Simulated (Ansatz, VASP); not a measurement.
One calculation of Ge, two programs

The input INCAR:

```
ALGO = Normal ; EDIFF = 1E-6
EDIFFG = -0.01 ; ENCUT = 600
GGA = RE ; IBRION = 2
ISIF = 3 ; ISMEAR = -1
LASPH = True ; LCHARG = False
LREAL = False ; LWAVE = False
NELM = 100 ; NSW = 80
PREC = Accurate ; SIGMA = 0.1
```

KPOINTS

```
k-points
0
Gamma
  13 13 13
```

File POSCAR:

```
Ge
1.0
   -1.6879910177      1.6879910177      1.6879910177
    1.6879910177     -1.6879910177      1.6879910177
    1.6879910177      1.6879910177     -1.6879910177
Ge
1
Direct
    0.0000000000      0.0000000000      0.0000000000
```

Input for Ansatz:

```yaml
crystal:
  lattice:
    - [-1.6879910177, 1.6879910177, 1.6879910177]
    - [1.6879910177, -1.6879910177, 1.6879910177]
    - [1.6879910177, 1.6879910177, -1.6879910177]
  atoms:
    - { symbol: Ge, position: [0.0, 0.0, 0.0] }
hamiltonian:
  xc: revpbe
  pseudopotentials:
    kind: paw
    azcp:
      Ge: "pseudopotentials/Ge.paw.azcp"
basis:
  ecutwfc: 420
  fft_grid_basis: typed
kpoints:
  mp_grid: { grid: [13, 13, 13], shift: [0, 0, 0] }
magnetization:
  spin_polarized: false
scf:
  occupations: { method: fermi_dirac, width: 0.1 }
relax:
  max_steps: 60
  f_tol: 0.01
  cell: {}
output:
  write_density: true
  write_potential: true
  elf: true
  volumetric_format: npy
```

Alike in both runs: task relaxation of cell and atoms; functional revPBE; k mesh 13 × 13 × 13; occupations fermi-dirac, width 0.1 eV; no spin polarisation.

|  | VASP | Ansatz |
| --- | --- | --- |
| version | VASP 6.6.1 | Ansatz 0.2.0 |
| potentials or method | VASP PAW PBE potentials, release 64 (Ge_d), cutoff 600 eV | plane waves (420 eV) with PAW, scalar-relativistic |
| valence electrons in the cell | 14 | 14 |

VASP gave:

* relaxed volume (Å³/atom): 19.74
* relaxed length of the cell vector where the two differ most in proportion (Å): 2.949

Q: Which values does Ansatz return?

A: Relaxed volume (Å³/atom): 19.69; relaxed length of the cell vector where the two differ most in proportion (Å): 2.946.

VASP's potentials were made for PBE, not for revPBE.
